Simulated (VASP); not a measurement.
Write the native input for VASP 6.6.1 that does the following.

```
Task                   : single point
Functional             : PBEsol
Potentials or basis    : VASP PAW PBE potentials, release 64 (Ag)
Cutoff                 : 520 eV
k mesh                 : 20 × 20 × 20
Occupations            : gaussian, width 0.15 eV
Spin                   : no spin polarisation
Dipole correction      : no
Further INCAR settings : ALGO = Normal; EDIFF = 1e-07; NBANDS = 12
```

The structure of Ag lies in POSCAR:

```
Ag
1.0
    0.0000000000      2.1043930000      2.1043930000
    2.1043930000      0.0000000000      2.1043930000
    2.1043930000      2.1043930000      0.0000000000
Ag
1
Direct
    0.0000000000      0.0000000000      0.0000000000
```

This cell differs from its parent crystal: strain +0.030 along x and y, +0.030 along z.

The input as run:

INCAR

```
  ALGO = Normal
  EDIFF = 1E-7
  ENCUT = 520
  GGA = PS
  ISIF = 2
  ISMEAR = 0
  LASPH = T
  LCHARG = F
  LREAL = F
  LWAVE = F
  NBANDS = 12
  NELM = 60
  PREC = Accurate
  SIGMA = 0.15
```

KPOINTS

```
k-points
0
Gamma
  20 20 20
```

Potentials or basis: VASP PAW PBE potentials, release 64 (Ag).

Run with:

```console
$ cat potpaw_PBE.64/Ag/POTCAR > POTCAR
$ mpirun -np 1 vasp_std > vasp.out
```

It gave:

```yaml
Pressure: -9.8 GPa
```

Caveat: the cell differs from its parent crystal (strain +0.030 along x and y, +0.030 along z); the PAW data sets were made with another functional, which shifts forces and pressure a little.

Wall time 18 s on 1 thread of Intel(R) Xeon(R) 6975P-C (Granite Rapids), on a shared host, peak memory 0.18 GiB.
